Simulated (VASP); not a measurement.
# CdO (Fm-3m) in VASP: a series of runs, part 2 of 2

VASP 6.6.1. Earlier steps stand in the parts before.

## Step 5: Single point, b88 exchange, pbe correlation

This run uses another cell than the first one, of 12.71 Å³/atom.

INCAR

```
SYSTEM = CdO
PREC     = Accurate       ! precision mode
ENCUT    = 600            ! plane-wave cutoff, eV
EDIFF    = 1E-6           ! SCF threshold, eV
ISMEAR   = -1             ! smearing method
SIGMA    = 0.05           ! smearing width, eV
LREAL    = .False.        ! projectors in reciprocal space
LASPH    = .True.         ! aspherical terms in the spheres
NELM     = 120            ! most SCF steps
ALGO     = Normal         ! electronic algorithm
ISIF     = 2              ! what is computed and relaxed
LWAVE    = .False.        ! write WAVECAR
LCHARG   = .True.         ! write CHGCAR
GGA      = LIBXC          ! functional
LIBXC1   = GGA_X_B88    
LIBXC2   = GGA_C_PBE    
LELF     = .True.         ! ELF
LVHAR    = .True.       
NBANDS   = 16             ! bands
GGA_COMPAT= .False.
```

KPOINTS

```
Automatic mesh
0
Gamma
  10 10 10
  0 0 0
```

POSCAR

```
CdO
1.0
    0.0000000000      2.3337310685      2.3337310685
    2.3337310685      0.0000000000      2.3337310685
    2.3337310685      2.3337310685      0.0000000000
Cd O
1 1
Direct
    0.0000000000      0.0000000000      0.0000000000
    0.5000000000      0.5000000000      0.5000000000
```

Started as:

```sh
$ cat potpaw_PBE.64/Cd/POTCAR potpaw_PBE.64/O/POTCAR > POTCAR
$ mpirun -np 1 vasp_std > vasp.out
```

Run time: 42 s. Hardware: 1 thread of Intel Xeon 8259CL, shared host; peak memory 0.17 GiB.

Results (log left out):

```
Free energy            : -7.4013 eV
Pressure               : 10.3 GPa
Band gap on the k mesh : zero (bands 9 and 10 overlap by 0.38 eV)
```

Levels at points of the mesh, in eV from the Fermi level:
| k point | band 7 | band 8 | band 9 | band 10 | band 11 | band 12 |
| --- | --- | --- | --- | --- | --- | --- |
| (0.00, 0.00, 0.00) | -1.57 | -1.57 | -1.57 | -0.54 | 14.90 | 17.03 |
| (0.50, 0.00, 0.00) | -4.02 | -0.16 | -0.16 | 4.31 | 7.29 | 11.90 |
| (0.50, 0.50, 0.00) | -4.63 | -2.57 | -2.57 | 3.81 | 8.50 | 11.16 |

Caveat: the cell stands under pressure; semilocal functionals underestimate gaps, and a narrow one can read as zero; the PAW data sets were made with another functional, which shifts forces and pressure a little.

## Step 6: Single point, b88 exchange, pbe correlation

INCAR

```
SYSTEM = CdO
PREC = Accurate
ENCUT = 600
EDIFF = 1E-6
ISMEAR = -1
SIGMA = 0.05
LREAL = .False.
LASPH = .True.
NELM = 120
ALGO = Normal
ISIF = 2
LWAVE = .False.
LCHARG = .False.
GGA = LIBXC
LIBXC1 = GGA_X_B88
LIBXC2 = GGA_C_PBE
NBANDS = 16
GGA_COMPAT = .False.
```

KPOINTS

```
regular mesh
0
Gamma
  10 10 10
  0 0 0
```

POSCAR

```
CdO
1.0
    0.0000000000      2.3495000000      2.3495000000
    2.3495000000      0.0000000000      2.3495000000
    2.3495000000      2.3495000000      0.0000000000
Cd O
1 1
Direct
    0.0000000000      0.0000000000      0.0000000000
    0.5000000000      0.5000000000      0.5000000000
```

Potentials or basis: VASP PAW PBE potentials, release 64 (Cd, O).

Started as:

```sh
$ cat potpaw_PBE.64/Cd/POTCAR potpaw_PBE.64/O/POTCAR > POTCAR
$ mpirun -np 1 vasp_std > vasp.out
```

OUTCAR:

```text
SYSTEM = CdO
   PREC = Accurate
   ENCUT = 600
   EDIFF = 1E-6
   ISMEAR = -1
   LREAL = .False.
   LASPH = .True.
   NELM = 120
   ISIF = 2
   GGA = LIBXC

 ion  position               nearest neighbor table
   1  0.000  0.000  0.000-   2 2.35   2 2.35   2 2.35   2 2.35   2 2.35   2 2.35
   2  0.500  0.500  0.500-   1 2.35   1 2.35   1 2.35   1 2.35   1 2.35   1 2.35

  LATTYP: Found a face centered cubic cell.
 ALAT       =     4.6990000000

  Lattice vectors:

 A1 = (   0.0000000000,   2.3495000000,   2.3495000000)
 A2 = (   2.3495000000,   0.0000000000,   2.3495000000)
 A3 = (   2.3495000000,   2.3495000000,   0.0000000000)

Analysis of symmetry for initial positions (statically):
=====================================================================
 Subroutine PRICEL returns:
 Original cell was already a primitive cell.

 Routine SETGRP: Setting up the symmetry group for a
 face centered cubic supercell.

 Subroutine GETGRP returns: Found 48 space group operations
 (whereof 48 operations were pure point group operations)
 out of a pool of 48 trial point group operations.

The static configuration has the point symmetry O_h .

Analysis of symmetry for dynamics (positions and initial velocities):
=====================================================================
 Subroutine PRICEL returns:
 Original cell was already a primitive cell.

 Routine SETGRP: Setting up the symmetry group for a
 face centered cubic supercell.

 Subroutine GETGRP returns: Found 48 space group operations
 (whereof 48 operations were pure point group operations)
 out of a pool of 48 trial point group operations.

The dynamic configuration has the point symmetry O_h .

 Subroutine INISYM returns: Found 48 space group operations
 (whereof 48 operations are pure point group operations),
 and found     1 'primitive' translations

----------------------------------------------------------------------------------------

                                     Primitive cell

[... 109 lines left out ...]
     AMIX     =   0.40;   BMIX     =  1.00
     AMIX_MAG =   1.60;   BMIX_MAG =  1.00
  volume/ion in A,a.u.               =      12.97        87.52
  Fermi-wavevector in a.u.,A,eV,Ry     =   1.449373  2.738918 28.581522  2.100683
  Thomas-Fermi vector in A             =   2.567107
   LORBIT       =      0    0 simple, 1 ext, 2 COOP (PROOUT), +10 PAW based schemes
   GGA     = LIBXC    functional components
   LHFCALC =     F    Hartree Fock is set to
   AEXX    =    0.0000 exact exchange contribution
   IVDW    =     0    specifies the selected vdW correction
   LEPSILON=     F    determine dielectric tensor
   LRPA    =     F    only Hartree local field effects (RPA)
 non-spin polarized calculation
  energy-cutoff  :      600.00
  volume of cell :       25.94
 maximum number of plane-waves:       893
   NGX = 13   NGY = 13   NGZ = 13

 number of electron      18.0000002 magnetization

 Free energy of the ion-electron system (eV)
  ---------------------------------------------------
  ext. energy  EPLUGINS =         0.00000000
  ---------------------------------------------------
  free energy    TOTEN  =        -7.43012395 eV

  energy without entropy =       -7.42958547  energy(sigma->0) =       -7.42985471

 E-fermi :   2.1403     XC(G=0): -11.7423

 val. band max:        1.9748275002   @ k =   0.5000   0.0000   0.0000
 cond. band min:       2.5849249315   @ k =   0.1000   0.0000   0.0000
 fundamental gap:      0.6100974313
 Fermi energy:         2.1402865055

 k-point     1 :       0.0000    0.0000    0.0000
  band No.  band energies     occupation
      1     -15.3862      2.00000
      2      -4.7350      2.00000
      3      -4.7350      2.00000
      4      -4.7350      2.00000
      5      -4.4307      2.00000
      6      -4.4307      2.00000
[... 433 lines left out ...]
      3      -4.8126      2.00000
      4      -4.4449      2.00000
      5      -4.2699      2.00000
      6      -4.1437      2.00000
[... 8 lines left out ...]
     15      25.7362      0.00000
     16      26.2733      0.00000

 [... further k-points ...]

------------------------ aborting loop because EDIFF is reached ----------------------------------------

  FORCE on cell =-STRESS in cart. coord.  units (eV):
  Direction    XX          YY          ZZ          XY          YZ          ZX
  --------------------------------------------------------------------------------------
  -------------------------------------------------------------------------------------
  Total        1.1116545      1.1116545      1.1116545      0.0000000     -0.0000000      0.0000000
  in kB       68.6632056     68.6632056     68.6632056      0.0000000     -0.0000000      0.0000000
  external PRESSURE =      68.6632056 kB  Pullay stress =       0.0000000 kB

 VOLUME and BASIS-vectors are now :
 -----------------------------------------------------------------------------
  energy-cutoff  :      600.00
  volume of cell :       25.94
      direct lattice vectors                 reciprocal lattice vectors
     0.000000000  2.349500000  2.349500000    -0.212811236  0.212811236  0.212811236
     2.349500000  0.000000000  2.349500000     0.212811236 -0.212811236  0.212811236
     2.349500000  2.349500000  0.000000000     0.212811236  0.212811236 -0.212811236

 POSITION                                       TOTAL-FORCE (eV/Angst)
 -----------------------------------------------------------------------------------
      0.00000      0.00000      0.00000         0.000000      0.000000      0.000000
      2.34950      2.34950      2.34950        -0.000000     -0.000000     -0.000000
 -----------------------------------------------------------------------------------
    total drift:                                0.000000      0.000000      0.000000

  FREE ENERGIE OF THE ION-ELECTRON SYSTEM (eV)
  ---------------------------------------------------
  free  energy   TOTEN  =        -7.4301239486 eV

  energy  without entropy=       -7.4295854674  energy(sigma->0) =       -7.42985471
```

Run time: 55 s. Hardware: 1 thread of Intel Xeon 8259CL, shared host; peak memory 0.17 GiB.

Results:

```
Free energy            : -7.4301 eV
Pressure               : 6.9 GPa
Band gap on the k mesh : zero (bands 9 and 10 overlap by 0.42 eV)
```

Caveat: the cell stands under pressure; semilocal functionals underestimate gaps, and a narrow one can read as zero; the PAW data sets were made with another functional, which shifts forces and pressure a little.

## Step 7: Summary

| level | cell | k mesh | gap on the mesh (eV) | pressure (GPa) |
| --- | --- | --- | --- | --- |
| PBEsol | a = 3.323 Å, angles 60.0°, 2 atoms | 8 × 8 × 8 | none | 0.5 |
| b88 exchange, pbe correlation | a = 3.255 Å, angles 60.0°, 2 atoms | 10 × 10 × 10 | none | 18.3 |
| b88 exchange, pbe correlation | a = 3.278 Å, angles 60.0°, 2 atoms | 10 × 10 × 10 | none | 14.1 |
| b88 exchange, pbe correlation | a = 3.300 Å, angles 60.0°, 2 atoms | 10 × 10 × 10 | none | 10.3 |
| b88 exchange, pbe correlation | a = 3.323 Å, angles 60.0°, 2 atoms | 10 × 10 × 10 | none | 6.9 |

Alike in all rows: task single point; potentials or basis VASP PAW PBE potentials, release 64 (Cd, O); no spin polarisation; cutoff (eV) 600; smearing fermi-dirac 0.05 eV.

Caveats: semilocal functionals underestimate gaps, and a narrow one can read as zero; the PAW data sets were made with another functional, which shifts forces and pressure a little; the cell stands under pressure (at least some runs).

Total energies depend on the potentials used, so only differences within one code and one set of settings carry meaning.

The gap in the log of VASP goes by the Fermi energy; the results here count the filled bands.